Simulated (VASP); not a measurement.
# Al5As (P6/mmm) in VASP: a series of runs

Al5As is run at these levels: PBE; tasks: relaxation of cell and atoms, single point.

All numbers are computed with VASP 6.6.1; they aren't measurements. Logs are shortened: lines on timing, memory, paths and dates and some standing lists are left out, and cuts for length are marked.

## 1. The cell of the first run

Symmetry: P6/mmm, No. 191, hexagonal system. The conventional cell has a = 4.514 Å, b = 4.514 Å, c = 6.131 Å, α = 90.00°, β = 90.00°, γ = 120.00°. Within 3.4 Å of Al (site symmetry 3m) lie 8 Al at 2.61 to 3.12 Å and 3 As at 3.01 Å. Al (site symmetry 6/mmm) has 12 Al at 3.04 Å and 2 As at 3.07 Å within 4.0 Å. As (site symmetry 6/mmm) has 14 Al at 3.01 to 3.07 Å within 4.0 Å.

The cell was built from a structure type or drawn by symmetry, and may not be a known phase.

## 2. Relaxation of cell and atoms, PBE

Contents of INCAR:

```
  PREC = Accurate
  ENCUT = 600
  EDIFF = 1E-7
  ISMEAR = 0
  SIGMA = 0.1
  LREAL = False
  LASPH = True
  NELM = 100
  ALGO = Fast
  ISIF = 3
  LWAVE = False
  LCHARG = False
  GGA = PE
  IBRION = 2
  NSW = 90
  EDIFFG = -0.04
```

Contents of KPOINTS:

```
Automatic mesh
0
Gamma
  6 6 4
```

Contents of POSCAR:

```
Al5As
1.0
    4.5141663284      0.0000000000      0.0000000000
   -2.2570831642      3.9093827173      0.0000000000
    0.0000000000      0.0000000000      6.1312250819
Al As
5 1
Direct
    0.3333333333      0.6666666667      0.2458260268
    0.3333333333      0.6666666667      0.7541739732
    0.6666666667      0.3333333333      0.7541739732
    0.6666666667      0.3333333333      0.2458260268
    0.0000000000      0.0000000000      0.5000000000
    0.0000000000      0.0000000000      0.0000000000
```

Potentials or basis: VASP PAW PBE potentials, release 64 (Al, As).

The run is started by

```
cat potpaw_PBE.64/Al/POTCAR potpaw_PBE.64/As/POTCAR > POTCAR
mpirun -np 1 vasp_std > vasp.out
```

OUTCAR:

```text
PREC = Accurate
   ENCUT = 600
   EDIFF = 1E-7
   ISMEAR = 0
   LREAL = False
   LASPH = True
   NELM = 100
   ISIF = 3
   GGA = PE
   IBRION = 2
   NSW = 90
   EDIFFG = -0.04

 ion  position               nearest neighbor table
   1  0.333  0.667  0.246-   4 2.61   4 2.61   4 2.61   6 3.01   6 3.01   6 3.01   2 3.01   5 3.04
                             5 3.04   5 3.04   2 3.12
   2  0.333  0.667  0.754-   3 2.61   3 2.61   3 2.61   6 3.01   6 3.01   6 3.01   1 3.01   5 3.04
                             5 3.04   5 3.04   1 3.12
   3  0.667  0.333  0.754-   2 2.61   2 2.61   2 2.61   6 3.01   6 3.01   6 3.01   4 3.01   5 3.04
                             5 3.04   5 3.04   4 3.12
   4  0.667  0.333  0.246-   1 2.61   1 2.61   1 2.61   6 3.01   6 3.01   6 3.01   3 3.01   5 3.04
                             5 3.04   5 3.04   3 3.12
   5  0.000  0.000  0.500-   1 3.04   2 3.04   3 3.04   4 3.04   1 3.04   2 3.04   3 3.04   4 3.04
                             3 3.04   4 3.04   1 3.04   2 3.04   6 3.07   6 3.07
   6  0.000  0.000  0.000-   1 3.01   2 3.01   3 3.01   4 3.01   1 3.01   2 3.01   3 3.01   4 3.01
                             3 3.01   4 3.01   1 3.01   2 3.01   5 3.07   5 3.07

  LATTYP: Found a hexagonal cell.
 ALAT       =     4.5141663284
 C/A-ratio  =     1.3582186911

  Lattice vectors:

 A1 = (   4.5141663284,   0.0000000000,   0.0000000000)
 A2 = (  -2.2570831642,   3.9093827173,   0.0000000000)
 A3 = (   0.0000000000,   0.0000000000,   6.1312250819)

Analysis of symmetry for initial positions (statically):
=====================================================================
 Subroutine PRICEL returns:
 Original cell was already a primitive cell.

 Routine SETGRP: Setting up the symmetry group for a
 hexagonal supercell.

 Subroutine GETGRP returns: Found 24 space group operations
 (whereof 24 operations were pure point group operations)
 out of a pool of 24 trial point group operations.

The static configuration has the point symmetry D_6h.

Analysis of symmetry for dynamics (positions and initial velocities):
=====================================================================
 Subroutine PRICEL returns:
 Original cell was already a primitive cell.

 Routine SETGRP: Setting up the symmetry group for a
 hexagonal supercell.

 Subroutine GETGRP returns: Found 24 space group operations
 (whereof 24 operations were pure point group operations)
 out of a pool of 24 trial point group operations.

The dynamic configuration has the point symmetry D_6h.

 Subroutine INISYM returns: Found 24 space group operations
 (whereof 24 operations are pure point group operations),
 and found     1 'primitive' translations

----------------------------------------------------------------------------------------

                                     Primitive cell

  volume of cell :     108.2014

  direct lattice vectors                    reciprocal lattice vectors
     4.514166328  0.000000000  0.000000000     0.221524846  0.127897429  0.000000000
    -2.257083164  3.909382717  0.000000000     0.000000000  0.255794859  0.000000000
     0.000000000  0.000000000  6.131225082     0.000000000  0.000000000  0.163099542

  length of vectors
     4.514166328  4.514166328  6.131225082     0.255794859  0.255794859  0.163099542

  position of ions in fractional coordinates (direct lattice)
     0.333333333  0.666666667  0.245826027
     0.333333333  0.666666667  0.754173973
     0.666666667  0.333333333  0.754173973
     0.666666667  0.333333333  0.245826027
     0.000000000  0.000000000  0.500000000
     0.000000000  0.000000000  0.000000000

  ion indices of the primitive-cell ions
   primitive index   ion index
                 1           1
                 2           2
                 3           3
                 4           4
                 5           5
                 6           6

----------------------------------------------------------------------------------------

 KPOINTS: Automatic mesh

Automatic generation of k-mesh.
 Grid dimensions read from file:
 generate k-points for:    6    6    4

 Generating k-lattice:

  Cartesian coordinates                     Fractional coordinates (reciprocal lattice)
     0.036920808  0.021316238  0.000000000     0.166666667 -0.000000000  0.000000000
     0.000000000  0.042632476  0.000000000     0.000000000  0.166666667  0.000000000
     0.000000000  0.000000000  0.040774885     0.000000000  0.000000000  0.250000000

  Length of vectors
     0.042632476  0.042632476  0.040774885

  Shift w.r.t. Gamma in fractional coordinates (k-lattice)
     0.000000000  0.000000000  0.000000000

 Subroutine IBZKPT returns following result:
 ===========================================

 Found     21 irreducible k-points:

 Following reciprocal coordinates:
            Coordinates               Weight
  0.000000  0.000000  0.000000      1.000000
  0.166667  0.000000  0.000000      6.000000
  0.333333 -0.000000  0.000000      6.000000
  0.500000 -0.000000  0.000000      3.000000
  0.166667  0.166667  0.000000      6.000000
  0.333333  0.166667  0.000000     12.000000
[... 13 lines left out ...]
  0.333333  0.166667  0.500000     12.000000
  0.333333  0.333333  0.500000      2.000000
   k-points           NKPTS =     21   k-points in BZ     NKDIM =     21   number of bands    NBANDS=     14
   number of dos      NEDOS =    301   number of ions     NIONS =      6
   total plane-waves  NPLWV =  64800
   dimension x,y,z NGX =    36 NGY =   36 NGZ =   50
   dimension x,y,z NGXF=    72 NGYF=   72 NGZF=  100
   ions per type =               5   1
   NGX,Y,Z   is equivalent  to a cutoff of  13.26, 13.26, 13.56 a.u.
   NGXF,Y,Z  is equivalent  to a cutoff of  26.52, 26.52, 27.11 a.u.
 SYSTEM =  unknown system
   PREC   = accura    normal or accurate (medium, high low for compatibility)
   ISTART =      0    job   : 0-new  1-cont  2-samecut
   ICHARG =      2    charge: 1-file 2-atom 10-const
   ISPIN  =      1    spin polarized calculation?
   LNONCOLLINEAR =      F non collinear calculations
   LSORBIT =      F    spin-orbit coupling
   LASPH  =      T    aspherical Exc in radial PAW
   ENCUT  =  600.0 eV  44.10 Ry    6.64 a.u.   9.02  9.02 12.25*2*pi/ulx,y,z
   NELM   =    100;   NELMIN=  2; NELMDL= -5     # of ELM steps
   EDIFF  = 0.1E-06   stopping-criterion for ELM
   LREAL  =      F    real-space projection
   EDIFFG = -.4E-01   stopping-criterion for IOM
   NSW    =     90    number of steps for IOM
   IBRION =      2    ionic relax: 0-MD 1-quasi-New 2-CG
   NFREE  =      1    steps in history (QN), initial steepest desc. (CG)
   ISIF   =      3    stress and relaxation
   ISYM   =      2    0-nonsym 1-usesym 2-fastsym
   POTIM  = 0.5000    time-step for ionic-motion
   TEBEG  =    0.0;   TEEND  =   0.0 temperature during run
   PSTRESS=    0.0 pullay stress
   NELECT =      20.0000    total number of electrons
   NUPDOWN=      -1.0000    fix difference up-down
   EMIN   =  10.00;   EMAX   =-10.00  energy-range for DOS
   EFERMI =   0.00;   METHOD = LEGACY
   ISMEAR =     0;   SIGMA  =   0.10  broadening in eV -4-tet -1-fermi 0-gaus
   EFERMI_NEDOS =   21; number of points for ismear=-14 and -15
   IALGO  =     68    algorithm
   IMIX   =      4    mixing-type and parameters
     AMIX     =   0.40;   BMIX     =  1.00
     AMIX_MAG =   1.60;   BMIX_MAG =  1.00
  volume/ion in A,a.u.               =      18.03       121.70
  Fermi-wavevector in a.u.,A,eV,Ry     =   0.932554  1.762271 11.832393  0.869656
  Thomas-Fermi vector in A             =   2.059163
   LORBIT       =      0    0 simple, 1 ext, 2 COOP (PROOUT), +10 PAW based schemes
   GGA     = PE    functional components
   LHFCALC =     F    Hartree Fock is set to
   AEXX    =    0.0000 exact exchange contribution
   IVDW    =     0    specifies the selected vdW correction
   LEPSILON=     F    determine dielectric tensor
   LRPA    =     F    only Hartree local field effects (RPA)
 conjugate gradient relaxation of ions
 non-spin polarized calculation
 RMM-DIIS sequential band-by-band and
 Gauss-broadening in eV      SIGMA  =   0.10
  energy-cutoff  :      600.00
  volume of cell :      108.20
 maximum number of plane-waves:      3646
 NGX is ok and might be reduce to    36
   NGX = 17   NGY = 17   NGZ = 25

--------------------------------------- Ionic step        1  -------------------------------------------

 number of electron      19.9999999 magnetization

 Free energy of the ion-electron system (eV)
  ---------------------------------------------------
  ext. energy  EPLUGINS =         0.00000000
  ---------------------------------------------------
  free energy    TOTEN  =       -22.13124938 eV

  energy without entropy =      -22.12002108  energy(sigma->0) =      -22.12563523

------------------------ aborting loop because EDIFF is reached ----------------------------------------

  FORCE on cell =-STRESS in cart. coord.  units (eV):
  Direction    XX          YY          ZZ          XY          YZ          ZX
  --------------------------------------------------------------------------------------
  -------------------------------------------------------------------------------------
  Total        1.5034311      1.5034311     -1.4158657      0.0000000      0.0000000     -0.0000000
  in kB       22.2618420     22.2618420    -20.9652305      0.0000000      0.0000000     -0.0000000
  external PRESSURE =       7.8528178 kB  Pullay stress =       0.0000000 kB
[... 105 lines left out ...]
  energy  without entropy=      -22.1466199997  energy(sigma->0) =      -22.15789585

--------------------------------------- Ionic step        4  -------------------------------------------

 number of electron      20.0000000 magnetization

 E-fermi :   6.8262     XC(G=0):  -9.9863

 val. band max:        6.8195142450   @ k =   0.5000  -0.0000   0.0000
 cond. band min:       6.8733163853   @ k =   0.3333   0.1667   0.5000
 fundamental gap:      0.0538021403
 Fermi energy:         6.8262267278

 k-point     1 :       0.0000    0.0000    0.0000
  band No.  band energies     occupation
      1      -5.4995      2.00000
      2      -0.9628      2.00000
      3      -0.3028      2.00000
      4       3.4713      2.00000
      5       3.9595      2.00000
      6       3.9595      2.00000
      7       5.2362      2.00000
      8       5.2362      2.00000
      9       6.1570      2.00000
     10       7.4095      0.00000
     11       7.9313      0.00000
     12       7.9313      0.00000
     13       8.0844      0.00000
     14       8.0844      0.00000
[... 455 lines left out ...]
  energy  without entropy=      -22.1687566863  energy(sigma->0) =      -22.17947054

--------------------------------------- Ionic step        7  -------------------------------------------

 number of electron      19.9999999 magnetization

 Free energy of the ion-electron system (eV)
  ---------------------------------------------------
  ext. energy  EPLUGINS =         0.00000000
  ---------------------------------------------------
  free energy    TOTEN  =       -22.19143998 eV

  energy without entropy =      -22.17084431  energy(sigma->0) =      -22.18114215

 E-fermi :   7.1430     XC(G=0): -10.0943

 val. band max:        7.1296859050   @ k =   0.3333  -0.0000   0.0000
 cond. band min:       7.1997425172   @ k =   0.3333   0.1667   0.5000
 fundamental gap:      0.0700566122
 Fermi energy:         7.1429998718

 k-point     1 :       0.0000    0.0000    0.0000
  band No.  band energies     occupation
      1      -5.3879      2.00000
      2      -0.7309      2.00000
      3      -0.0393      2.00000
      4       3.6807      2.00000
      5       4.0905      2.00000
      6       4.0905      2.00000
      7       5.3935      2.00000
      8       5.3935      2.00000
      9       6.3285      2.00000
     10       7.7248      0.00000
     11       8.3015      0.00000
     12       8.3015      0.00000
     13       8.3726      0.00000
     14       8.3726      0.00000
[... 371 lines left out ...]
  FREE ENERGIE OF THE ION-ELECTRON SYSTEM (eV)
  ---------------------------------------------------
  free  energy   TOTEN  =       -22.1914399844 eV

  energy  without entropy=      -22.1708443070  energy(sigma->0) =      -22.18114215

 reached required accuracy - stopping structural energy minimisation
```

Run time: 2.7 min. Hardware: 1 thread of Intel Xeon Platinum 8488C (Sapphire Rapids), shared host; peak memory 0.27 GiB.

What came out:

| Property | Result |
| --- | --- |
| Free energy | -22.1914 eV |
| Relaxed volume | 17.87 Å³/atom |
| Relaxed cell | a = 4.584 Å, b = 4.584 Å, c = 5.892 Å, α = 90.00°, β = 90.00°, γ = 120.00° |
| Space group after relaxing (to 0.1 Å) | P6/mmm (No. 191) |
| Energy gained by relaxing | 10.0 meV/atom |
| Ionic steps | 7 |
| Pressure after relaxing | 0.0 GPa |
| Largest force after relaxing | 0.019 eV/Å |

Forces in eV/Å, atoms in the order of the input:
```
Al   0.000  0.000  0.019
Al   0.000  0.000 -0.019
Al   0.000  0.000 -0.019
Al   0.000  0.000  0.019
Al   0.000  0.000  0.000
As   0.000  0.000  0.000
```

Step by step:
```
step  energy change (eV)  largest force (eV/Å)  pressure (GPa)  volume (Å³)
   1              0.0000                0.0089            0.79       108.20
   2             -0.0351                0.0197           -0.61       109.57
   3             -0.0379                0.0221           -1.84       110.89
   4             -0.0408                0.0195           -1.34       110.32
   5             -0.0581                0.0314           -0.58       108.30
   6             -0.0589                0.0448           -0.35       107.81
   7             -0.0602                0.0188            0.04       107.24
```

Final structure:
```
CELL_PARAMETERS angstrom
4.58424 0.00000 0.00000
-2.29212 3.97006 0.00000
0.00000 0.00000 5.89232
ATOMIC_POSITIONS crystal
Al 0.33333 0.66667 0.24661
Al 0.33333 0.66667 0.75339
Al 0.66667 0.33333 0.75339
Al 0.66667 0.33333 0.24661
Al 0.00000 0.00000 0.50000
As 0.00000 0.00000 0.00000
```

Caveat: the highest band is partly filled, so the run has too few bands.

## 3. Single point, PBE

This run uses another cell than the first one, of 17.86 Å³/atom.

Contents of INCAR:

```
PREC = Accurate ; ENCUT = 520
EDIFF = 1E-6 ; ISMEAR = 0
SIGMA = 0.1 ; LREAL = False
LASPH = True ; NELM = 60
ALGO = Fast ; ISIF = 2
LWAVE = False ; LCHARG = False
GGA = PE ; NBANDS = 19
```

Contents of KPOINTS:

```
regular mesh
0
Gamma
  12 12 8
```

Contents of POSCAR:

```
Al5As
1.0
    4.6990171078      0.0000000000      0.0000000000
   -2.3495085539      4.0694681881      0.0000000000
    0.0000000000      0.0000000000      5.6042346965
Al As
5 1
Direct
    0.3333333333      0.6666666667      0.2515676836
    0.3333333333      0.6666666667      0.7484323164
    0.6666666667      0.3333333333      0.7484323164
    0.6666666667      0.3333333333      0.2515676836
    0.0000000000      0.0000000000      0.5000000000
    0.0000000000      0.0000000000      0.0000000000
```

Potentials or basis: VASP PAW PBE potentials, release 64 (Al, As).

The run is started by

```
cat potpaw_PBE.64/Al/POTCAR potpaw_PBE.64/As/POTCAR > POTCAR
mpirun -np 1 vasp_std > vasp.out
```

OUTCAR:

```text
PREC = Accurate
   ENCUT = 520
   EDIFF = 1E-6
   ISMEAR = 0
   LREAL = False
   LASPH = True
   NELM = 60
   ISIF = 2
   GGA = PE

 ion  position               nearest neighbor table
   1  0.333  0.667  0.252-   4 2.71   4 2.71   4 2.71   2 2.78   2 2.82   5 3.05   5 3.05   5 3.05
                             6 3.06   6 3.06   6 3.06
   2  0.333  0.667  0.748-   3 2.71   3 2.71   3 2.71   1 2.78   1 2.82   5 3.05   5 3.05   5 3.05
                             6 3.06   6 3.06   6 3.06
   3  0.667  0.333  0.748-   2 2.71   2 2.71   2 2.71   4 2.78   4 2.82   5 3.05   5 3.05   5 3.05
                             6 3.06   6 3.06   6 3.06
   4  0.667  0.333  0.252-   1 2.71   1 2.71   1 2.71   3 2.78   3 2.82   5 3.05   5 3.05   5 3.05
[... 743 lines left out ...]
  Total        0.0082716      0.0082716      0.0133753      0.0000000      0.0000000      0.0000000
  in kB        0.1236621      0.1236621      0.1999645      0.0000000      0.0000000      0.0000000
  external PRESSURE =       0.1490963 kB  Pullay stress =       0.0000000 kB

 VOLUME and BASIS-vectors are now :
 -----------------------------------------------------------------------------
  energy-cutoff  :      520.00
  volume of cell :      107.17
      direct lattice vectors                 reciprocal lattice vectors
     4.699017108  0.000000000  0.000000000     0.212810462  0.122866177  0.000000000
    -2.349508554  4.069468188  0.000000000     0.000000000  0.245732355  0.000000000
     0.000000000  0.000000000  5.604234696     0.000000000  0.000000000  0.178436496

 POSITION                                       TOTAL-FORCE (eV/Angst)
 -----------------------------------------------------------------------------------
     -0.00000      2.71298      1.40984         0.000000      0.000000      0.000363
     -0.00000      2.71298      4.19439        -0.000000      0.000000     -0.000363
      2.34951      1.35649      4.19439         0.000000     -0.000000     -0.000363
      2.34951      1.35649      1.40984        -0.000000     -0.000000      0.000363
      0.00000      0.00000      2.80212         0.000000     -0.000000      0.000000
      0.00000      0.00000      0.00000         0.000000     -0.000000      0.000000
 -----------------------------------------------------------------------------------
    total drift:                                0.000000     -0.000000      0.000000

  FREE ENERGIE OF THE ION-ELECTRON SYSTEM (eV)
  ---------------------------------------------------
  free  energy   TOTEN  =       -22.2167443918 eV

  energy  without entropy=      -22.2033932311  energy(sigma->0) =      -22.21006881
```

Run time: 2.4 min. Hardware: 1 thread of Intel Xeon Platinum 8488C (Sapphire Rapids), shared host; peak memory 0.33 GiB.

Results:

| Item | Value |
| --- | --- |
| Free energy | -22.2167 eV |
| Pressure | 0.0 GPa |
| Band gap on the k mesh | zero (bands 10 and 11 overlap by 1.88 eV) |

[end of part 1 of 2]
